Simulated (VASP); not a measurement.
Wanted: the native input for a VASP 6.6.1 run.

- Task: single point
- Functional: r2SCAN
- Potentials or basis: VASP PAW PBE potentials, release 64 (B, Bi_d)
- Cutoff: 520 eV
- k mesh: 8 × 8 × 8
- Occupations: gaussian, width 0.01 eV
- Spin: no spin polarisation
- Dipole correction: no
- Further INCAR settings: ALGO = Normal; EDIFF = 1e-07; NBANDS = 16

Crystal: BiB.

```
B Bi
1.0
     0.00000    2.74487    2.74487
     2.74487    0.00000    2.74487
     2.74487    2.74487    0.00000
B Bi
1 1
Cartesian
  0.0000 0.0000 0.0000
  1.3724 1.3724 1.3724
```

These files were run (other wordings do the same):

POSCAR

```
BiB
1.0
    0.0000000000      2.7448744743      2.7448744743
    2.7448744743      0.0000000000      2.7448744743
    2.7448744743      2.7448744743      0.0000000000
B Bi
1 1
Direct
    0.0000000000      0.0000000000      0.0000000000
    0.2500000000      0.2500000000      0.2500000000
```

INCAR.step1

```
SYSTEM = BiB
PREC = Accurate
ENCUT = 520
ISMEAR = 0
SIGMA = 0.01
LREAL = .FALSE.
LASPH = .TRUE.
NELM = 80
NBANDS = 16
GGA = PE
ALGO = Normal
EDIFF = 1E-4
LWAVE = .TRUE.
LCHARG = .FALSE.
```

INCAR.step2

```
SYSTEM = BiB
PREC = Accurate
ENCUT = 520
EDIFF = 1E-7
ISMEAR = 0
SIGMA = 0.01
LREAL = .FALSE.
LASPH = .TRUE.
NELM = 80
ALGO = Normal
ISIF = 2
LWAVE = .FALSE.
LCHARG = .FALSE.
METAGGA = R2SCAN
LMIXTAU = .TRUE.
NBANDS = 16
ISTART = 1
```

KPOINTS

```
regular mesh
0
G
  8 8 8
  0 0 0
```

Potentials or basis: VASP PAW PBE potentials, release 64 (B, Bi_d).

Command:

```console
$ cat potpaw_PBE.64/B/POTCAR potpaw_PBE.64/Bi_d/POTCAR > POTCAR
$ cp INCAR.step1 INCAR
$ mpirun -np 1 vasp_std > vasp.out
$ cp INCAR.step2 INCAR
$ mpirun -np 1 vasp_std > vasp.out
```

Results of the run:

| Item | Value |
| --- | --- |
| Pressure | -0.1 GPa |
| Band gap on the k mesh | 0.39 eV, direct |

Caveat: the PAW data sets were made with another functional, which shifts forces and pressure a little; spin-orbit coupling is left out, which moves the levels of the heavy elements.

Wall time 54 s on 1 thread of AMD EPYC 9R45 96-Core Processor (Zen 5), on a shared host, peak memory 0.15 GiB.
